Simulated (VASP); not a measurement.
# SiO2 (Cristobalite) (P4_12_12) in VASP: single point with PBE

Aim: the single point of SiO2 (Cristobalite) with PBE.

All numbers are computed with VASP 6.6.1; they aren't measurements. Logs are shortened: lines on timing, memory, paths and dates and some standing lists are left out, and cuts for length are marked.

## Step 1: The cell of the first run

Symmetry: P4_12_12, No. 92, tetragonal system. Conventional cell: a = 4.986 Å, b = 4.986 Å, c = 6.977 Å, α = 90.00°, β = 90.00°, γ = 90.00°. Si (site symmetry 2) has 4 O at 1.62 to 1.63 Å within 2.2 Å. O (site symmetry 1) has 2 Si at 1.62 to 1.63 Å within 2.2 Å.

## Step 2: Single point, PBE

INCAR

```
SYSTEM = SiO2
  PREC = Accurate
  ENCUT = 520
  EDIFF = 1E-6
  ISMEAR = -1
  SIGMA = 0.02
  LREAL = .FALSE.
  LASPH = .TRUE.
  NELM = 100
  ALGO = Normal
  ISIF = 2
  LWAVE = .FALSE.
  LCHARG = .FALSE.
  GGA = PE
  NBANDS = 44
```

KPOINTS

```
regular mesh
0
G
  5 5 4
  0 0 0
```

POSCAR

```
SiO2
1.0
    4.9860000000      0.0000000000      0.0000000000
    0.0000000000      4.9860000000      0.0000000000
    0.0000000000      0.0000000000      6.9770000000
Si O
4 8
Direct
    0.3031541455      0.3031541455      0.0000000000
    0.1968458545      0.8031541455      0.2500000000
    0.6968458545      0.6968458545      0.5000000000
    0.8031541455      0.1968458545      0.7500000000
    0.2376437288      0.1126727352      0.1830633601
    0.3873272648      0.7376437288      0.4330633601
    0.7623562712      0.8873272648      0.6830633601
    0.6126727352      0.2623562712      0.9330633601
    0.7376437288      0.3873272648      0.5669366399
    0.8873272648      0.7623562712      0.3169366399
    0.2623562712      0.6126727352      0.0669366399
    0.1126727352      0.2376437288      0.8169366399
```

Potentials or basis: VASP PAW PBE potentials, release 64 (Si, O).

Launch:

```sh
$ cat potpaw_PBE.64/Si/POTCAR potpaw_PBE.64/O/POTCAR > POTCAR
$ mpirun -np 1 vasp_std > vasp.out
```

OUTCAR:

```text
SYSTEM = SiO2
   PREC = Accurate
   ENCUT = 520
   EDIFF = 1E-6
   ISMEAR = -1
   LREAL = .FALSE.
   LASPH = .TRUE.
   NELM = 100
   ISIF = 2
   GGA = PE

 ion  position               nearest neighbor table
   1  0.303  0.303  0.000-   5 1.62  12 1.62  11 1.63   8 1.63   2 3.09   4 3.09   2 3.09   4 3.09

   2  0.197  0.803  0.250-   6 1.62  11 1.62  10 1.63   5 1.63   1 3.09   3 3.09   1 3.09   3 3.09

   3  0.697  0.697  0.500-   7 1.62  10 1.62   9 1.63   6 1.63   2 3.09   4 3.09   4 3.09   2 3.09

   4  0.803  0.197  0.750-   8 1.62   9 1.62   7 1.63  12 1.63   1 3.09   3 3.09   3 3.09   1 3.09

   5  0.238  0.113  0.183-   1 1.62   2 1.63
   6  0.387  0.738  0.433-   2 1.62   3 1.63
   7  0.762  0.887  0.683-   3 1.62   4 1.63
   8  0.613  0.262  0.933-   4 1.62   1 1.63
   9  0.738  0.387  0.567-   4 1.62   3 1.63
  10  0.887  0.762  0.317-   3 1.62   2 1.63
  11  0.262  0.613  0.067-   2 1.62   1 1.63
  12  0.113  0.238  0.817-   1 1.62   4 1.63

  LATTYP: Found a simple tetragonal cell.
 ALAT       =     4.9860000000
 C/A-ratio  =     1.3993180907

  Lattice vectors:

 A1 = (   4.9860000000,   0.0000000000,   0.0000000000)
 A2 = (   0.0000000000,   4.9860000000,   0.0000000000)
 A3 = (   0.0000000000,   0.0000000000,   6.9770000000)

Analysis of symmetry for initial positions (statically):
=====================================================================
 Subroutine PRICEL returns:
 Original cell was already a primitive cell.

 Routine SETGRP: Setting up the symmetry group for a
 simple tetragonal supercell.

 Subroutine GETGRP returns: Found  8 space group operations
 (whereof  2 operations were pure point group operations)
 out of a pool of 16 trial point group operations.

The static configuration has the point symmetry C_2 .
 The point group associated with its full space group is D_4 .

Analysis of symmetry for dynamics (positions and initial velocities):
=====================================================================
 Subroutine PRICEL returns:
 Original cell was already a primitive cell.

 Routine SETGRP: Setting up the symmetry group for a
 simple tetragonal supercell.

 Subroutine GETGRP returns: Found  8 space group operations
 (whereof  2 operations were pure point group operations)
 out of a pool of 16 trial point group operations.

The dynamic configuration has the point symmetry C_2 .
 The point group associated with its full space group is D_4 .

 Subroutine INISYM returns: Found  8 space group operations
 (whereof  2 operations are pure point group operations),
 and found     1 'primitive' translations

----------------------------------------------------------------------------------------

                                     Primitive cell

  volume of cell :     173.4496

  direct lattice vectors                    reciprocal lattice vectors
     4.986000000  0.000000000  0.000000000     0.200561572  0.000000000  0.000000000
     0.000000000  4.986000000  0.000000000     0.000000000  0.200561572  0.000000000
     0.000000000  0.000000000  6.977000000     0.000000000  0.000000000  0.143328078

  length of vectors
     4.986000000  4.986000000  6.977000000     0.200561572  0.200561572  0.143328078

  position of ions in fractional coordinates (direct lattice)
     0.303154146  0.303154146  0.000000000
     0.196845854  0.803154146  0.250000000
     0.696845854  0.696845854  0.500000000
     0.803154146  0.196845854  0.750000000
     0.237643729  0.112672735  0.183063360
     0.387327265  0.737643729  0.433063360
     0.762356271  0.887327265  0.683063360
     0.612672735  0.262356271  0.933063360
     0.737643729  0.387327265  0.566936640
     0.887327265  0.762356271  0.316936640
     0.262356271  0.612672735  0.066936640
     0.112672735  0.237643729  0.816936640

  ion indices of the primitive-cell ions
   primitive index   ion index
                 1           1
                 2           2
                 3           3
                 4           4
                 5           5
                 6           6
                 7           7
                 8           8
                 9           9
                10          10
                11          11
                12          12

----------------------------------------------------------------------------------------

 KPOINTS: regular mesh

Automatic generation of k-mesh.
 Grid dimensions read from file:
 generate k-points for:    5    5    4

 Generating k-lattice:

  Cartesian coordinates                     Fractional coordinates (reciprocal lattice)
     0.040112314  0.000000000  0.000000000     0.200000000  0.000000000  0.000000000
     0.000000000  0.040112314  0.000000000     0.000000000  0.200000000  0.000000000
     0.000000000  0.000000000  0.035832019     0.000000000  0.000000000  0.250000000

  Length of vectors
     0.040112314  0.040112314  0.035832019

  Shift w.r.t. Gamma in fractional coordinates (k-lattice)
     0.000000000  0.000000000  0.000000000

 Subroutine IBZKPT returns following result:
 ===========================================

 Found     18 irreducible k-points:

 Following reciprocal coordinates:
            Coordinates               Weight
  0.000000  0.000000  0.000000      1.000000
  0.200000  0.000000  0.000000      4.000000
  0.400000  0.000000  0.000000      4.000000
  0.200000  0.200000  0.000000      4.000000
  0.400000  0.200000  0.000000      8.000000
  0.400000  0.400000  0.000000      4.000000
[... 10 lines left out ...]
  0.400000  0.200000  0.500000      8.000000
  0.400000  0.400000  0.500000      4.000000
   k-points           NKPTS =     18   k-points in BZ     NKDIM =     18   number of bands    NBANDS=     44
   number of dos      NEDOS =    301   number of ions     NIONS =     12
   total plane-waves  NPLWV =  86400
   dimension x,y,z NGX =    40 NGY =   40 NGZ =   54
   dimension x,y,z NGXF=    80 NGYF=   80 NGZF=  108
   ions per type =               4   8
   NGX,Y,Z   is equivalent  to a cutoff of  13.34, 13.34, 12.87 a.u.
   NGXF,Y,Z  is equivalent  to a cutoff of  26.67, 26.67, 25.73 a.u.
 SYSTEM =  SiO2
   PREC   = accura    normal or accurate (medium, high low for compatibility)
   ISTART =      0    job   : 0-new  1-cont  2-samecut
   ICHARG =      2    charge: 1-file 2-atom 10-const
   ISPIN  =      1    spin polarized calculation?
   LNONCOLLINEAR =      F non collinear calculations
   LSORBIT =      F    spin-orbit coupling
   LASPH  =      T    aspherical Exc in radial PAW
   ENCUT  =  520.0 eV  38.22 Ry    6.18 a.u.   9.27  9.27 12.97*2*pi/ulx,y,z
   NELM   =    100;   NELMIN=  2; NELMDL= -5     # of ELM steps
   EDIFF  = 0.1E-05   stopping-criterion for ELM
   LREAL  =      F    real-space projection
   EDIFFG = 0.1E-04   stopping-criterion for IOM
   NSW    =      0    number of steps for IOM
   IBRION =     -1    ionic relax: 0-MD 1-quasi-New 2-CG
   NFREE  =      0    steps in history (QN), initial steepest desc. (CG)
   ISIF   =      2    stress and relaxation
   ISYM   =      2    0-nonsym 1-usesym 2-fastsym
   POTIM  = 0.5000    time-step for ionic-motion
   TEBEG  =    0.0;   TEEND  =   0.0 temperature during run
   PSTRESS=    0.0 pullay stress
   NELECT =      64.0000    total number of electrons
   NUPDOWN=      -1.0000    fix difference up-down
   EMIN   =  10.00;   EMAX   =-10.00  energy-range for DOS
   EFERMI =   0.00;   METHOD = LEGACY
   ISMEAR =    -1;   SIGMA  =   0.02  broadening in eV -4-tet -1-fermi 0-gaus
   EFERMI_NEDOS =   21; number of points for ismear=-14 and -15
   IALGO  =     38    algorithm
   IMIX   =      4    mixing-type and parameters
     AMIX     =   0.40;   BMIX     =  1.00
     AMIX_MAG =   1.60;   BMIX_MAG =  1.00
  volume/ion in A,a.u.               =      14.45        97.54
  Fermi-wavevector in a.u.,A,eV,Ry     =   1.174204  2.218925 18.759116  1.378756
  Thomas-Fermi vector in A             =   2.310605
   LORBIT       =      0    0 simple, 1 ext, 2 COOP (PROOUT), +10 PAW based schemes
   GGA     = PE    functional components
   LHFCALC =     F    Hartree Fock is set to
   AEXX    =    0.0000 exact exchange contribution
   IVDW    =     0    specifies the selected vdW correction
   LEPSILON=     F    determine dielectric tensor
   LRPA    =     F    only Hartree local field effects (RPA)
 non-spin polarized calculation
  energy-cutoff  :      520.00
  volume of cell :      173.45
 maximum number of plane-waves:      4702
 NGX is ok and might be reduce to    40
   NGX = 19   NGY = 19   NGZ = 25

 number of electron      63.9999985 magnetization

 Free energy of the ion-electron system (eV)
  ---------------------------------------------------
  ext. energy  EPLUGINS =         0.00000000
  ---------------------------------------------------
  free energy    TOTEN  =       -94.90539833 eV

  energy without entropy =      -94.90539833  energy(sigma->0) =      -94.90539833

 E-fermi :   0.5212     XC(G=0):  -8.4150

 val. band max:        0.0607286140   @ k =   0.0000   0.0000   0.0000
 cond. band min:       5.6710127375   @ k =   0.0000   0.0000   0.0000
 fundamental gap:      5.6102841235
 Fermi energy:         0.5212035104

 k-point     1 :       0.0000    0.0000    0.0000
  band No.  band energies     occupation
      1     -19.2868      2.00000
      2     -18.4069      2.00000
      3     -18.4069      2.00000
      4     -17.2849      2.00000
      5     -17.2144      2.00000
      6     -17.2136      2.00000
[... 36 lines left out ...]
     43      11.2994      0.00000
     44      11.6927      0.00000

 k-point     2 :       0.2000    0.0000    0.0000
  band No.  band energies     occupation
      1     -19.2050      2.00000
      2     -18.4871      2.00000
      3     -18.3099      2.00000
      4     -17.3446      2.00000
      5     -17.2893      2.00000
      6     -17.2399      2.00000
[... 744 lines left out ...]
 k-point    18 :       0.4000    0.4000    0.5000
  band No.  band energies     occupation
      1     -18.5768      2.00000
      2     -18.5768      2.00000
      3     -18.1423      2.00000
      4     -18.1423      2.00000
      5     -17.2874      2.00000
      6     -17.2874      2.00000
[... 36 lines left out ...]
     43      10.6590      0.00000
     44      10.6590      0.00000

------------------------ aborting loop because EDIFF is reached ----------------------------------------

  FORCE on cell =-STRESS in cart. coord.  units (eV):
  Direction    XX          YY          ZZ          XY          YZ          ZX
  --------------------------------------------------------------------------------------
  -------------------------------------------------------------------------------------
  Total        1.4877994      1.4877994      0.9733479      0.0000000      0.0000000      0.0000000
  in kB       13.7430047     13.7430047      8.9909459      0.0000000      0.0000000      0.0000000
  external PRESSURE =      12.1589851 kB  Pullay stress =       0.0000000 kB

 VOLUME and BASIS-vectors are now :
 -----------------------------------------------------------------------------
  energy-cutoff  :      520.00
  volume of cell :      173.45
      direct lattice vectors                 reciprocal lattice vectors
     4.986000000  0.000000000  0.000000000     0.200561572  0.000000000  0.000000000
     0.000000000  4.986000000  0.000000000     0.000000000  0.200561572  0.000000000
     0.000000000  0.000000000  6.977000000     0.000000000  0.000000000  0.143328078

 POSITION                                       TOTAL-FORCE (eV/Angst)
 -----------------------------------------------------------------------------------
      1.51153      1.51153      0.00000         0.034099      0.034099     -0.000000
      0.98147      4.00453      1.74425        -0.034099      0.034099     -0.000000
      3.47447      3.47447      3.48850        -0.034099     -0.034099     -0.000000
      4.00453      0.98147      5.23275         0.034099     -0.034099     -0.000000
      1.18489      0.56179      1.27723        -0.004139     -0.010652      0.010456
      1.93121      3.67789      3.02148         0.010652     -0.004139      0.010456
      3.80111      4.42421      4.76573         0.004139      0.010652      0.010456
      3.05479      1.30811      6.50998        -0.010652      0.004139      0.010456
      3.67789      1.93121      3.95552        -0.004139      0.010652     -0.010456
      4.42421      3.80111      2.21127         0.010652      0.004139     -0.010456
      1.30811      3.05479      0.46702         0.004139     -0.010652     -0.010456
      0.56179      1.18489      5.69977        -0.010652     -0.004139     -0.010456
 -----------------------------------------------------------------------------------
    total drift:                               -0.000000      0.000000      0.000000

  FREE ENERGIE OF THE ION-ELECTRON SYSTEM (eV)
  ---------------------------------------------------
  free  energy   TOTEN  =       -94.9053983288 eV

  energy  without entropy=      -94.9053983288  energy(sigma->0) =      -94.90539833
```

Wall time 3.2 min (1 thread of Intel Xeon 8259CL, shared host); peak memory 0.31 GiB.

Results:

| Property | Result |
| --- | --- |
| Free energy | -94.9054 eV |
| Pressure | 1.2 GPa |
| Largest force | 0.048 eV/Å |
| Band gap on the k mesh | 5.61 eV, direct |

Forces on the atoms (eV/Å):
```
Si   0.034  0.034  0.000
Si  -0.034  0.034  0.000
Si  -0.034 -0.034  0.000
Si   0.034 -0.034  0.000
O   -0.004 -0.011  0.010
O    0.011 -0.004  0.010
O    0.004  0.011  0.010
O   -0.011  0.004  0.010
O   -0.004  0.011 -0.010
O    0.011  0.004 -0.010
O    0.004 -0.011 -0.010
O   -0.011 -0.004 -0.010
```

A k mesh can miss the band edges.
